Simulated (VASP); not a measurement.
Set up this calculation in VASP 6.6.1, as the native input.

```
Task                   : relaxation of shape and atoms at fixed volume
Functional             : PBE
Potentials or basis    : VASP PAW PBE potentials, release 64 (Pb_d, Se)
Cutoff                 : 600 eV
k mesh                 : 8 × 8 × 6
Occupations            : gaussian, width 0.05 eV
Spin                   : no spin polarisation
Dipole correction      : no
Further INCAR settings : ALGO = Normal; EDIFF = 1e-06; IBRION = 2; EDIFFG = -0.01; NSW = 60; ISIF = 4
```

The structure of PbSe lies in POSCAR:

```
PbSe
1.0
    4.3695663282      0.0000000000      0.0000000000
   -2.1847831641      3.7841554438      0.0000000000
    0.0000000000      0.0000000000      7.6674567042
Pb Se
2 2
Direct
    0.0000000000      0.0000000000      0.0000000000
    0.0000000000      0.0000000000      0.5000000000
    0.3333333333      0.6666666667      0.2500000000
    0.6666666667      0.3333333333      0.7500000000
```

One way to write it, as run:

INCAR

```
SYSTEM = PbSe
PREC = Accurate
ENCUT = 600
EDIFF = 1E-6
ISMEAR = 0
SIGMA = 0.05
LREAL = .FALSE.
LASPH = .TRUE.
NELM = 80
ALGO = Normal
ISIF = 4
LWAVE = .FALSE.
LCHARG = .FALSE.
GGA = PE
IBRION = 2
NSW = 60
EDIFFG = -0.01
```

KPOINTS

```
regular mesh
0
G
  8 8 6
  0 0 0
```

Potentials or basis: VASP PAW PBE potentials, release 64 (Pb_d, Se).

Command:

```console
$ cat potpaw_PBE.64/Pb_d/POTCAR potpaw_PBE.64/Se/POTCAR > POTCAR
$ mpirun -np 1 vasp_std > vasp.out
```

Results of the run:

```yaml
Energy_gained_by_relaxing: 0.1 meV/atom
Ionic_steps: 3
Pressure_after_relaxing: -1.6 GPa
Band_gap_on_the_k_mesh: 0.04 eV
```

Caveat: spin-orbit coupling is left out, which moves the levels of the heavy elements.

It took 3.7 min on 1 thread of Oxide Virtual Turin-like Processor, with other jobs on the host, peak memory 0.33 GiB.
